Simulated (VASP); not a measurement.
# AgPb2 (I4/mmm) in VASP: single point with PBE

Aim: the single point of AgPb2 with PBE.

Program: VASP 6.6.1. These are calculated values, not measurements. Logs are shortened: lines on timing, memory, paths and dates and some standing lists are left out, and cuts for length are marked.

### 1 The cell of the first run

Symmetry: I4/mmm, No. 139, tetragonal system. The conventional cell has a = 3.456 Å, b = 3.456 Å, c = 13.534 Å, α = 90.00°, β = 90.00°, γ = 90.00°. Within 4.1 Å of Ag (site symmetry 4/mmm) lie 8 Pb at 3.15 Å and 4 Ag at 3.46 Å. Within 4.1 Å of Pb (site symmetry 4mm) lie 4 Ag at 3.15 Å and 9 Pb at 3.46 to 3.97 Å.

### 2 Single point, PBE

Input file INCAR:

```
SYSTEM = AgPb2
ALGO = Fast
EDIFF = 1E-7
ENCUT = 520
GGA = PE
ISIF = 2
ISMEAR = 0
LASPH = .TRUE.
LCHARG = .TRUE.
LELF = .TRUE.
LREAL = .FALSE.
LVHAR = .TRUE.
LWAVE = .FALSE.
NBANDS = 26
NELM = 100
PREC = Accurate
SIGMA = 0.1
```

Input file KPOINTS:

```
k-points
0
G
  16 16 16
  0 0 0
```

Input file POSCAR:

```
AgPb2
1.0
   -1.7282004723      1.7282004723      6.7670600582
    1.7282004723     -1.7282004723      6.7670600582
    1.7282004723      1.7282004723     -6.7670600582
Ag Pb
1 2
Direct
    0.0000000000      0.0000000000      0.0000000000
    0.6465880241      0.6465880241      0.0000000000
    0.3534119759      0.3534119759      0.0000000000
```

Potentials or basis: VASP PAW PBE potentials, release 64 (Ag, Pb_d).

Started as:

```console
cat potpaw_PBE.64/Ag/POTCAR potpaw_PBE.64/Pb_d/POTCAR > POTCAR
mpirun -np 1 vasp_std > vasp.out
```

OUTCAR:

```text
SYSTEM = AgPb2
   EDIFF = 1E-7
   ENCUT = 520
   GGA = PE
   ISIF = 2
   ISMEAR = 0
   LASPH = .TRUE.
   LREAL = .FALSE.
   NELM = 100
   PREC = Accurate

 ion  position               nearest neighbor table
   1  0.000  0.000  0.000-   2 3.15   3 3.15   2 3.15   3 3.15   3 3.15   2 3.15   2 3.15   3 3.15

   2  0.647  0.647  0.000-   1 3.15   1 3.15   1 3.15   1 3.15   3 3.72   3 3.72   3 3.72   3 3.72
                             3 3.97
   3  0.353  0.353  0.000-   1 3.15   1 3.15   1 3.15   1 3.15   2 3.72   2 3.72   2 3.72   2 3.72
                             2 3.97

  LATTYP: Found a body centered tetragonal cell.
 ALAT       =     3.4564009446
 C/A-ratio  =     3.9156684463

  Lattice vectors:

 A1 = (  -1.7282004723,   1.7282004723,   6.7670600582)
 A2 = (   1.7282004723,  -1.7282004723,   6.7670600582)
 A3 = (   1.7282004723,   1.7282004723,  -6.7670600582)

Analysis of symmetry for initial positions (statically):
=====================================================================
 Subroutine PRICEL returns:
 Original cell was already a primitive cell.

 Routine SETGRP: Setting up the symmetry group for a
 body centered tetragonal supercell.

 Subroutine GETGRP returns: Found 16 space group operations
 (whereof 16 operations were pure point group operations)
 out of a pool of 16 trial point group operations.

The static configuration has the point symmetry D_4h.

Analysis of symmetry for dynamics (positions and initial velocities):
=====================================================================
 Subroutine PRICEL returns:
 Original cell was already a primitive cell.

 Routine SETGRP: Setting up the symmetry group for a
 body centered tetragonal supercell.

 Subroutine GETGRP returns: Found 16 space group operations
 (whereof 16 operations were pure point group operations)
 out of a pool of 16 trial point group operations.

The dynamic configuration has the point symmetry D_4h.

 Subroutine INISYM returns: Found 16 space group operations
 (whereof 16 operations are pure point group operations),
 and found     1 'primitive' translations

----------------------------------------------------------------------------------------

                                     Primitive cell

  volume of cell :      80.8441

  direct lattice vectors                    reciprocal lattice vectors
    -1.728200472  1.728200472  6.767060058     0.000000000  0.289318287  0.073887330
     1.728200472 -1.728200472  6.767060058     0.289318287  0.000000000  0.073887330
     1.728200472  1.728200472 -6.767060058     0.289318287  0.289318287  0.000000000

  length of vectors
     7.194890936  7.194890936  7.194890936     0.298604100  0.298604100  0.409157845

  position of ions in fractional coordinates (direct lattice)
     0.000000000  0.000000000  0.000000000
     0.646588024  0.646588024  0.000000000
     0.353411976  0.353411976  0.000000000

  ion indices of the primitive-cell ions
   primitive index   ion index
                 1           1
                 2           2
                 3           3

----------------------------------------------------------------------------------------

 KPOINTS: k-points

Automatic generation of k-mesh.
 Grid dimensions read from file:
 generate k-points for:   16   16   16

 Generating k-lattice:

  Cartesian coordinates                     Fractional coordinates (reciprocal lattice)
     0.000000000  0.018082393  0.004617958     0.062500000 -0.000000000  0.000000000
     0.018082393  0.000000000  0.004617958    -0.000000000  0.062500000  0.000000000
     0.018082393  0.018082393  0.000000000     0.000000000  0.000000000  0.062500000

  Length of vectors
     0.018662756  0.018662756  0.025572365

  Shift w.r.t. Gamma in fractional coordinates (k-lattice)
     0.000000000  0.000000000  0.000000000

 Subroutine IBZKPT returns following result:
 ===========================================

 Found    349 irreducible k-points:

 Following reciprocal coordinates:
            Coordinates               Weight
  0.000000  0.000000  0.000000      1.000000
  0.062500  0.000000  0.000000      8.000000
  0.125000  0.000000  0.000000      8.000000
  0.187500 -0.000000  0.000000      8.000000
  0.250000  0.000000  0.000000      8.000000
  0.312500  0.000000  0.000000      8.000000
[... 16 lines left out ...]
 -0.125000  0.062500  0.000000     16.000000
 -0.062500  0.062500  0.000000      4.000000
 [... further k-points ...]
   k-points           NKPTS =    349   k-points in BZ     NKDIM =    349   number of bands    NBANDS=     26
   number of dos      NEDOS =    301   number of ions     NIONS =      3
   total plane-waves  NPLWV = 157464
   dimension x,y,z NGX =    54 NGY =   54 NGZ =   54
   dimension x,y,z NGXF=   108 NGYF=  108 NGZF=  108
   ions per type =               1   2
   NGX,Y,Z   is equivalent  to a cutoff of  12.48, 12.48, 12.48 a.u.
   NGXF,Y,Z  is equivalent  to a cutoff of  24.95, 24.95, 24.95 a.u.
 SYSTEM =  AgPb2
   PREC   = accura    normal or accurate (medium, high low for compatibility)
   ISTART =      0    job   : 0-new  1-cont  2-samecut
   ICHARG =      2    charge: 1-file 2-atom 10-const
   ISPIN  =      1    spin polarized calculation?
   LNONCOLLINEAR =      F non collinear calculations
   LSORBIT =      F    spin-orbit coupling
   LASPH  =      T    aspherical Exc in radial PAW
   ENCUT  =  520.0 eV  38.22 Ry    6.18 a.u.  13.38 13.38 13.38*2*pi/ulx,y,z
   NELM   =    100;   NELMIN=  2; NELMDL= -5     # of ELM steps
   EDIFF  = 0.1E-06   stopping-criterion for ELM
   LREAL  =      F    real-space projection
   EDIFFG = 0.1E-05   stopping-criterion for IOM
   NSW    =      0    number of steps for IOM
   IBRION =     -1    ionic relax: 0-MD 1-quasi-New 2-CG
   NFREE  =      0    steps in history (QN), initial steepest desc. (CG)
   ISIF   =      2    stress and relaxation
   ISYM   =      2    0-nonsym 1-usesym 2-fastsym
   POTIM  = 0.5000    time-step for ionic-motion
   TEBEG  =    0.0;   TEEND  =   0.0 temperature during run
   PSTRESS=    0.0 pullay stress
   NELECT =      39.0000    total number of electrons
   NUPDOWN=      -1.0000    fix difference up-down
   EMIN   =  10.00;   EMAX   =-10.00  energy-range for DOS
   EFERMI =   0.00;   METHOD = LEGACY
   ISMEAR =     0;   SIGMA  =   0.10  broadening in eV -4-tet -1-fermi 0-gaus
   EFERMI_NEDOS =   21; number of points for ismear=-14 and -15
   IALGO  =     68    algorithm
   IMIX   =      4    mixing-type and parameters
     AMIX     =   0.40;   BMIX     =  1.00
     AMIX_MAG =   1.60;   BMIX_MAG =  1.00
  volume/ion in A,a.u.               =      26.95       181.85
  Fermi-wavevector in a.u.,A,eV,Ry     =   1.283947  2.426307 22.429459  1.648519
  Thomas-Fermi vector in A             =   2.416169
   LORBIT       =      0    0 simple, 1 ext, 2 COOP (PROOUT), +10 PAW based schemes
   GGA     = PE    functional components
   LHFCALC =     F    Hartree Fock is set to
   AEXX    =    0.0000 exact exchange contribution
   IVDW    =     0    specifies the selected vdW correction
   LEPSILON=     F    determine dielectric tensor
   LRPA    =     F    only Hartree local field effects (RPA)
 non-spin polarized calculation
 RMM-DIIS sequential band-by-band and
 Gauss-broadening in eV      SIGMA  =   0.10
  energy-cutoff  :      520.00
  volume of cell :       80.84
 maximum number of plane-waves:      2209
 NGX is ok and might be reduce to    54
   NGX = 27   NGY = 27   NGZ = 27

 number of electron      39.0000000 magnetization

 Free energy of the ion-electron system (eV)
  ---------------------------------------------------
  ext. energy  EPLUGINS =         0.00000000
  ---------------------------------------------------
  free energy    TOTEN  =        -9.70376477 eV

  energy without entropy =       -9.69703316  energy(sigma->0) =       -9.70039896

 E-fermi :   6.9519     XC(G=0): -10.4339

 val. band max:        6.9502278443   @ k =  -0.2500  -0.3750   0.0625
 cond. band min:       6.9533560304   @ k =   0.4375   0.1875   0.0000
 fundamental gap:      0.0031281861
 Fermi energy:         6.9519235452

 k-point     1 :       0.0000    0.0000    0.0000
  band No.  band energies     occupation
      1     -10.0495      2.00000
      2     -10.0162      2.00000
      3      -9.8902      2.00000
      4      -9.8867      2.00000
      5      -9.7968      2.00000
      6      -9.7968      2.00000
[... 18 lines left out ...]
     25      14.0648      0.00000
     26      14.8961      0.00000

 k-point     2 :       0.0625    0.0000    0.0000
  band No.  band energies     occupation
      1     -10.0420      2.00000
      2     -10.0091      2.00000
      3      -9.8893      2.00000
      4      -9.8807      2.00000
      5      -9.7997      2.00000
      6      -9.7959      2.00000
[... 18 lines left out ...]
     25      14.2929      0.00000
     26      15.3298      0.00000

 k-point     3 :       0.1250    0.0000    0.0000
  band No.  band energies     occupation
      1     -10.0219      2.00000
      2      -9.9907      2.00000
      3      -9.8818      2.00000
      4      -9.8662      2.00000
      5      -9.8073      2.00000
      6      -9.7936      2.00000
[... 18 lines left out ...]
     25      14.4829      0.00000
     26      16.1420      0.00000

 k-point     4 :       0.1875   -0.0000    0.0000
  band No.  band energies     occupation
      1      -9.9968      2.00000
      2      -9.9690      2.00000
      3      -9.8657      2.00000
      4      -9.8464      2.00000
      5      -9.8133      2.00000
      6      -9.7909      2.00000
[... 18 lines left out ...]
     25      14.5187      0.00000
     26      15.0800      0.00000
[... 496 lines left out ...]
      1      -9.9865      2.00000
      2      -9.9595      2.00000
      3      -9.8613      2.00000
      4      -9.8484      2.00000
      5      -9.8149      2.00000
      6      -9.7908      2.00000
[... 18 lines left out ...]
     25      15.0646      0.00000
     26      15.4026      0.00000

 k-point    23 :      -0.1250    0.0625    0.0000
  band No.  band energies     occupation
      1     -10.0130      2.00000
      2      -9.9823      2.00000
      3      -9.8758      2.00000
      4      -9.8679      2.00000
      5      -9.8083      2.00000
      6      -9.7939      2.00000
[... 18 lines left out ...]
     25      15.1202      0.00000
     26      16.3229      0.00000

 k-point    24 :      -0.0625    0.0625    0.0000
  band No.  band energies     occupation
      1     -10.0340      2.00000
      2     -10.0017      2.00000
      3      -9.8827      2.00000
      4      -9.8811      2.00000
      5      -9.8013      2.00000
      6      -9.7960      2.00000
[... 18 lines left out ...]
     25      14.7458      0.00000
     26      15.5585      0.00000

 [... further k-points ...]

------------------------ aborting loop because EDIFF is reached ----------------------------------------

  FORCE on cell =-STRESS in cart. coord.  units (eV):
  Direction    XX          YY          ZZ          XY          YZ          ZX
  --------------------------------------------------------------------------------------
  -------------------------------------------------------------------------------------
  Total       -0.0197353     -0.0197353     -0.0240954      0.0000000      0.0000000     -0.0000000
  in kB       -0.3911174     -0.3911174     -0.4775245      0.0000000      0.0000000     -0.0000000
  external PRESSURE =      -0.4199198 kB  Pullay stress =       0.0000000 kB

 VOLUME and BASIS-vectors are now :
 -----------------------------------------------------------------------------
  energy-cutoff  :      520.00
  volume of cell :       80.84
      direct lattice vectors                 reciprocal lattice vectors
    -1.728200472  1.728200472  6.767060058     0.000000000  0.289318287  0.073887330
     1.728200472 -1.728200472  6.767060058     0.289318287  0.000000000  0.073887330
     1.728200472  1.728200472 -6.767060058     0.289318287  0.289318287  0.000000000

 POSITION                                       TOTAL-FORCE (eV/Angst)
 -----------------------------------------------------------------------------------
      0.00000      0.00000      0.00000         0.000000      0.000000     -0.000000
      0.00000      0.00000      8.75100        -0.000000     -0.000000      0.005770
      0.00000      0.00000      4.78312         0.000000      0.000000     -0.005770
 -----------------------------------------------------------------------------------
    total drift:                               -0.000000      0.000000      0.000000

  FREE ENERGIE OF THE ION-ELECTRON SYSTEM (eV)
  ---------------------------------------------------
  free  energy   TOTEN  =        -9.7037647663 eV

  energy  without entropy=       -9.6970331559  energy(sigma->0) =       -9.70039896
```

Wall time 32 min (1 thread of Intel Xeon 6975P-C (Granite Rapids), shared host); peak memory 0.91 GiB.

Results:

```
Free energy            : -9.7038 eV
Pressure               : 0.0 GPa
Largest force          : 0.006 eV/Å
Band gap on the k mesh : zero (an odd number of electrons rules out a gap without spin polarisation)
```

Forces in eV/Å, atoms in the order of the input:
```
Ag   0.000  0.000  0.000
Pb   0.000  0.000  0.006
Pb   0.000  0.000 -0.006
```

Caveat: spin-orbit coupling is left out, which moves the levels of the heavy elements.
